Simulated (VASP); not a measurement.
# GaSb (I-4m2) in VASP: further runs

Runs on GaSb. Level: PBE. Tasks: single point.

Everything below comes from runs of VASP 6.6.1. Logs are shortened: lines on timing, memory, paths and dates and some standing lists are left out, and cuts for length are marked.

### Step 1. The cell of the first run

The structure is tetragonal, space group I-4m2 (No. 119). The conventional cell has a = 4.700 Å, b = 4.700 Å, c = 5.184 Å, α = 90.00°, β = 90.00°, γ = 90.00°. Within 3.5 Å of Ga (site symmetry -4m2) lie 4 Sb at 2.68 Å. Within 3.5 Å of Sb (site symmetry -4m2) lie 4 Ga at 2.68 Å.

### Step 2. Single point, PBE

File INCAR:

```
SYSTEM = GaSb
ALGO     = Normal         ! electronic algorithm
EDIFF    = 1E-6           ! SCF threshold, eV
ENCUT    = 520            ! plane-wave cutoff, eV
GGA      = PE             ! functional
ISIF     = 2              ! what is computed and relaxed
ISMEAR   = 0              ! smearing method
LASPH    = .TRUE.         ! aspherical terms in the spheres
LCHARG   = .FALSE.        ! write CHGCAR
LREAL    = .FALSE.        ! projectors in reciprocal space
LWAVE    = .FALSE.        ! write WAVECAR
NBANDS   = 16             ! bands
NELM     = 100            ! most SCF steps
PREC     = Accurate       ! precision mode
SIGMA    = 0.15           ! smearing width, eV
```

File KPOINTS:

```
k-points
0
G
  16 16 16
  0 0 0
```

File POSCAR:

```
GaSb
1.0
    0.0000000000      3.3231346802      2.5920450506
    3.3231346802      0.0000000000      2.5920450506
    3.3231346802      3.3231346802      0.0000000000
Ga Sb
1 1
Direct
    0.0000000000      0.0000000000      0.0000000000
    0.7500000000      0.7500000000      0.7500000000
```

Potentials or basis: VASP PAW PBE potentials, release 64 (Ga_d, Sb).

Command:

```console
> cat potpaw_PBE.64/Ga_d/POTCAR potpaw_PBE.64/Sb/POTCAR > POTCAR
> mpirun -np 1 vasp_std > vasp.out
```

OUTCAR:

```text
SYSTEM = GaSb
   EDIFF = 1E-6
   ENCUT = 520
   GGA = PE
   ISIF = 2
   ISMEAR = 0
   LASPH = .TRUE.
   LREAL = .FALSE.
   NELM = 100
   PREC = Accurate

 ion  position               nearest neighbor table
   1  0.000  0.000  0.000-   2 2.68   2 2.68   2 2.68   2 2.68
   2  0.750  0.750  0.750-   1 2.68   1 2.68   1 2.68   1 2.68

  LATTYP: Found a body centered tetragonal cell.
 ALAT       =     4.6996221343
 C/A-ratio  =     1.1030865787

  Lattice vectors:

 A1 = (   0.0000000000,  -3.3231346802,  -2.5920450506)
 A2 = (   0.0000000000,   3.3231346802,  -2.5920450506)
 A3 = (   3.3231346802,   0.0000000000,   2.5920450506)

Analysis of symmetry for initial positions (statically):
=====================================================================
 Subroutine PRICEL returns:
 Original cell was already a primitive cell.

 Routine SETGRP: Setting up the symmetry group for a
 body centered tetragonal supercell.

 Subroutine GETGRP returns: Found  8 space group operations
 (whereof  8 operations were pure point group operations)
 out of a pool of 16 trial point group operations.

The static configuration has the point symmetry D_2d.

Analysis of symmetry for dynamics (positions and initial velocities):
=====================================================================
 Subroutine PRICEL returns:
 Original cell was already a primitive cell.

 Routine SETGRP: Setting up the symmetry group for a
 body centered tetragonal supercell.

 Subroutine GETGRP returns: Found  8 space group operations
 (whereof  8 operations were pure point group operations)
 out of a pool of 16 trial point group operations.

The dynamic configuration has the point symmetry D_2d.

 Subroutine INISYM returns: Found  8 space group operations
 (whereof  8 operations are pure point group operations),
 and found     1 'primitive' translations

----------------------------------------------------------------------------------------

                                     Primitive cell

  volume of cell :      57.2491

  direct lattice vectors                    reciprocal lattice vectors
     0.000000000  3.323134680  2.592045051    -0.150460348  0.150460348  0.192897882
     3.323134680  0.000000000  2.592045051     0.150460348 -0.150460348  0.192897882
     3.323134680  3.323134680  0.000000000     0.150460348  0.150460348 -0.192897882

  length of vectors
     4.214489488  4.214489488  4.699622134     0.287204153  0.287204153  0.287204153

  position of ions in fractional coordinates (direct lattice)
     0.000000000  0.000000000  0.000000000
     0.750000000  0.750000000  0.750000000

  ion indices of the primitive-cell ions
   primitive index   ion index
                 1           1
                 2           2

----------------------------------------------------------------------------------------

 KPOINTS: k-points

Automatic generation of k-mesh.
 Grid dimensions read from file:
 generate k-points for:   16   16   16

 Generating k-lattice:

  Cartesian coordinates                     Fractional coordinates (reciprocal lattice)
    -0.009403772  0.009403772  0.012056118     0.062500000  0.000000000  0.000000000
     0.009403772 -0.009403772  0.012056118     0.000000000  0.062500000  0.000000000
     0.009403772  0.009403772 -0.012056118    -0.000000000 -0.000000000  0.062500000

  Length of vectors
     0.017950260  0.017950260  0.017950260

  Shift w.r.t. Gamma in fractional coordinates (k-lattice)
     0.000000000  0.000000000  0.000000000

 Subroutine IBZKPT returns following result:
 ===========================================

 Found    349 irreducible k-points:

 Following reciprocal coordinates:
            Coordinates               Weight
  0.000000  0.000000  0.000000      1.000000
  0.062500 -0.000000  0.000000      8.000000
  0.125000 -0.000000  0.000000      8.000000
  0.187500  0.000000  0.000000      8.000000
  0.250000 -0.000000  0.000000      8.000000
  0.312500 -0.000000  0.000000      8.000000
[... 16 lines left out ...]
 -0.125000  0.062500  0.000000      8.000000
 -0.062500  0.062500  0.000000      4.000000
 [... further k-points ...]
   k-points           NKPTS =    349   k-points in BZ     NKDIM =    349   number of bands    NBANDS=     16
   number of dos      NEDOS =    301   number of ions     NIONS =      2
   total plane-waves  NPLWV =  36864
   dimension x,y,z NGX =    32 NGY =   32 NGZ =   36
   dimension x,y,z NGXF=    64 NGYF=   64 NGZF=   72
   ions per type =               1   1
   NGX,Y,Z   is equivalent  to a cutoff of  12.62, 12.62, 12.73 a.u.
   NGXF,Y,Z  is equivalent  to a cutoff of  25.25, 25.25, 25.47 a.u.
 SYSTEM =  GaSb
   PREC   = accura    normal or accurate (medium, high low for compatibility)
   ISTART =      0    job   : 0-new  1-cont  2-samecut
   ICHARG =      2    charge: 1-file 2-atom 10-const
   ISPIN  =      1    spin polarized calculation?
   LNONCOLLINEAR =      F non collinear calculations
   LSORBIT =      F    spin-orbit coupling
   LASPH  =      T    aspherical Exc in radial PAW
   ENCUT  =  520.0 eV  38.22 Ry    6.18 a.u.   7.84  7.84  8.74*2*pi/ulx,y,z
   NELM   =    100;   NELMIN=  2; NELMDL= -5     # of ELM steps
   EDIFF  = 0.1E-05   stopping-criterion for ELM
   LREAL  =      F    real-space projection
   EDIFFG = 0.1E-04   stopping-criterion for IOM
   NSW    =      0    number of steps for IOM
   IBRION =     -1    ionic relax: 0-MD 1-quasi-New 2-CG
   NFREE  =      0    steps in history (QN), initial steepest desc. (CG)
   ISIF   =      2    stress and relaxation
   ISYM   =      2    0-nonsym 1-usesym 2-fastsym
   POTIM  = 0.5000    time-step for ionic-motion
   TEBEG  =    0.0;   TEEND  =   0.0 temperature during run
   PSTRESS=    0.0 pullay stress
   NELECT =      18.0000    total number of electrons
   NUPDOWN=      -1.0000    fix difference up-down
   EMIN   =  10.00;   EMAX   =-10.00  energy-range for DOS
   EFERMI =   0.00;   METHOD = LEGACY
   ISMEAR =     0;   SIGMA  =   0.15  broadening in eV -4-tet -1-fermi 0-gaus
   EFERMI_NEDOS =   21; number of points for ismear=-14 and -15
   IALGO  =     38    algorithm
   IMIX   =      4    mixing-type and parameters
     AMIX     =   0.40;   BMIX     =  1.00
     AMIX_MAG =   1.60;   BMIX_MAG =  1.00
  volume/ion in A,a.u.               =      28.62       193.17
  Fermi-wavevector in a.u.,A,eV,Ry     =   1.113208  2.103657 16.860766  1.239231
  Thomas-Fermi vector in A             =   2.249790
   LORBIT       =      0    0 simple, 1 ext, 2 COOP (PROOUT), +10 PAW based schemes
   GGA     = PE    functional components
   LHFCALC =     F    Hartree Fock is set to
   AEXX    =    0.0000 exact exchange contribution
   IVDW    =     0    specifies the selected vdW correction
   LEPSILON=     F    determine dielectric tensor
   LRPA    =     F    only Hartree local field effects (RPA)
 non-spin polarized calculation
 Gauss-broadening in eV      SIGMA  =   0.15
  energy-cutoff  :      520.00
  volume of cell :       57.25
 maximum number of plane-waves:      1559
   NGX = 15   NGY = 15   NGZ = 17

 number of electron      18.0000005 magnetization

 Free energy of the ion-electron system (eV)
  ---------------------------------------------------
  ext. energy  EPLUGINS =         0.00000000
  ---------------------------------------------------
  free energy    TOTEN  =        -7.15056138 eV

  energy without entropy =       -7.14705003  energy(sigma->0) =       -7.14880571

 E-fermi :   4.8756     XC(G=0):  -9.1661

 val. band max:        4.8432369732   @ k =   0.4375  -0.0000   0.0000
 cond. band min:       4.8779173932   @ k =   0.3750   0.3125   0.0625
 fundamental gap:      0.0346804200
 Fermi energy:         4.8756037028

 k-point     1 :       0.0000    0.0000    0.0000
  band No.  band energies     occupation
      1     -10.1835      2.00000
      2     -10.1835      2.00000
      3     -10.1541      2.00000
      4     -10.1537      2.00000
      5     -10.1164      2.00000
      6      -6.5139      2.00000
[... 8 lines left out ...]
     15      11.6122      0.00000
     16      13.0498      0.00000

 k-point     2 :       0.0625   -0.0000    0.0000
  band No.  band energies     occupation
      1     -10.1837      2.00000
      2     -10.1830      2.00000
      3     -10.1550      2.00000
      4     -10.1532      2.00000
      5     -10.1163      2.00000
      6      -6.4731      2.00000
[... 8 lines left out ...]
     15      11.5383      0.00000
     16      12.6681      0.00000

 k-point     3 :       0.1250   -0.0000    0.0000
  band No.  band energies     occupation
      1     -10.1846      2.00000
      2     -10.1819      2.00000
      3     -10.1564      2.00000
      4     -10.1528      2.00000
      5     -10.1158      2.00000
      6      -6.3518      2.00000
[... 8 lines left out ...]
     15      11.5690      0.00000
     16      12.5127      0.00000

 k-point     4 :       0.1875    0.0000    0.0000
  band No.  band energies     occupation
      1     -10.1865      2.00000
      2     -10.1802      2.00000
      3     -10.1577      2.00000
      4     -10.1523      2.00000
      5     -10.1151      2.00000
      6      -6.1545      2.00000
[... 8 lines left out ...]
     15      11.7958      0.00000
     16      13.0904      0.00000
[... 324 lines left out ...]
 k-point    22 :      -0.1875    0.0625    0.0000
  band No.  band energies     occupation
      1     -10.1888      2.00000
      2     -10.1795      2.00000
      3     -10.1564      2.00000
      4     -10.1503      2.00000
      5     -10.1154      2.00000
      6      -6.0800      2.00000
[... 8 lines left out ...]
     15      11.5003      0.00000
     16      13.0552      0.00000

 k-point    23 :      -0.1250    0.0625    0.0000
  band No.  band energies     occupation
      1     -10.1866      2.00000
      2     -10.1813      2.00000
      3     -10.1552      2.00000
      4     -10.1512      2.00000
      5     -10.1160      2.00000
      6      -6.2880      2.00000
[... 8 lines left out ...]
     15      11.6165      0.00000
     16      12.1814      0.00000

 k-point    24 :      -0.0625    0.0625    0.0000
  band No.  band energies     occupation
      1     -10.1850      2.00000
      2     -10.1825      2.00000
      3     -10.1543      2.00000
      4     -10.1524      2.00000
      5     -10.1163      2.00000
      6      -6.4206      2.00000
[... 8 lines left out ...]
     15      11.3425      0.00000
     16      12.1143      0.00000

 [... further k-points ...]

------------------------ aborting loop because EDIFF is reached ----------------------------------------

  FORCE on cell =-STRESS in cart. coord.  units (eV):
  Direction    XX          YY          ZZ          XY          YZ          ZX
  --------------------------------------------------------------------------------------
  -------------------------------------------------------------------------------------
  Total       -0.0850223     -0.0850223      1.6884745      0.0000000     -0.0000000      0.0000000
  in kB       -2.3794418     -2.3794418     47.2537919      0.0000000     -0.0000000      0.0000000
  external PRESSURE =      14.1649694 kB  Pullay stress =       0.0000000 kB

 VOLUME and BASIS-vectors are now :
 -----------------------------------------------------------------------------
  energy-cutoff  :      520.00
  volume of cell :       57.25
      direct lattice vectors                 reciprocal lattice vectors
     0.000000000  3.323134680  2.592045051    -0.150460348  0.150460348  0.192897882
     3.323134680  0.000000000  2.592045051     0.150460348 -0.150460348  0.192897882
     3.323134680  3.323134680  0.000000000     0.150460348  0.150460348 -0.192897882

 POSITION                                       TOTAL-FORCE (eV/Angst)
 -----------------------------------------------------------------------------------
      0.00000      0.00000      0.00000        -0.000000     -0.000000     -0.000000
      4.98470      4.98470      3.88807         0.000000      0.000000      0.000000
 -----------------------------------------------------------------------------------
    total drift:                               -0.000002     -0.000002      0.000004

  FREE ENERGIE OF THE ION-ELECTRON SYSTEM (eV)
  ---------------------------------------------------
  free  energy   TOTEN  =        -7.1505613804 eV

  energy  without entropy=       -7.1470500318  energy(sigma->0) =       -7.14880571
```

It took 88 s on 1 thread of Intel Xeon 6975P-C (Granite Rapids), shared host; peak memory 0.45 GiB.

What came out:

* Free energy: -7.1506 eV
* Pressure: 1.4 GPa
* Band gap on the k mesh: zero (band 9 reaches 5.33 eV, above the bottom of band 10 at 4.48 eV)

Levels at points of the mesh, in eV from the Fermi level:
```tsv
k point	band 7	band 8	band 9	band 10	band 11	band 12
(0.00, 0.00, 0.00)	-0.39	-0.39	-0.32	0.63	2.66	3.35
(0.50, 0.00, 0.00)	-6.29	-1.86	-0.57	-0.08	3.13	4.77
(0.50, 0.50, 0.00)	-5.99	-3.38	-3.38	-0.15	0.54	8.68
(0.50, 0.00, 0.50)	-7.08	-1.95	-1.76	1.64	1.85	6.89
```

Caveat: spin-orbit coupling is left out, which moves the levels of the heavy elements.

[end of part 1 of 2]
